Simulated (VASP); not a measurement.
Wanted: the native input for a VASP 6.6.1 run.

```
Task                   : single point
Functional             : PBE
Potentials or basis    : VASP PAW PBE potentials, release 64 (Hf_pv, O)
Cutoff                 : 520 eV
k mesh                 : 6 × 6 × 4
Occupations            : gaussian, width 0.05 eV
Spin                   : no spin polarisation
Dipole correction      : no
Further INCAR settings : ALGO = Normal; EDIFF = 1e-07; NBANDS = 31
```

The structure of HfO2 lies in POSCAR:

```
HfO2
1.0
    3.6043048131      0.0000000000      0.0000000000
    0.0000000000      3.6043048131      0.0000000000
    0.0000000000      0.0000000000      5.2639671549
Hf O
2 4
Direct
    0.5000000000      0.3751492942      0.5854868556
    0.0000000000      0.0000000000      0.0000000000
    0.0000000000      0.5000000000      0.6932521152
    0.5000000000      0.0000000000      0.8067478848
    0.5000000000      0.0000000000      0.3067478848
    0.0000000000      0.5000000000      0.1932521152
```

This cell differs from its parent crystal: atom 1 (Hf) moved by (-0.450, +0.450) A along y and z.

One way to write it, as run:

INCAR

```
SYSTEM = HfO2
  PREC = Accurate
  ENCUT = 520
  EDIFF = 1E-7
  ISMEAR = 0
  SIGMA = 0.05
  LREAL = .False.
  LASPH = .True.
  NELM = 100
  ALGO = Normal
  ISIF = 2
  LWAVE = .False.
  LCHARG = .False.
  GGA = PE
  NBANDS = 31
```

KPOINTS

```
Automatic mesh
0
Gamma
  6 6 4
  0 0 0
```

Potentials or basis: VASP PAW PBE potentials, release 64 (Hf_pv, O).

Command:

```bash
$ cat potpaw_PBE.64/Hf_pv/POTCAR potpaw_PBE.64/O/POTCAR > POTCAR
$ mpirun -np 1 vasp_std > vasp.out
```

Results of the run:

```yaml
Pressure: 18.0 GPa
Largest_force: 11.862 eV/Å
Band_gap_on_the_k_mesh: 2.82 eV (least direct gap 3.19 eV)
```

Caveat: the cell differs from its parent crystal (atom 1 (Hf) moved by (-0.450, +0.450) A along y and z); the stress differs along the axes, from 11 to 29 GPa; spin-orbit coupling is left out, which moves the levels of the heavy elements; forces of over 1 eV/Å act on the atoms, so gaps and moduli don't describe the material at rest.

Wall time 3.5 min on 1 thread of Intel Xeon 8259CL, with other jobs on the host, peak memory 0.21 GiB.
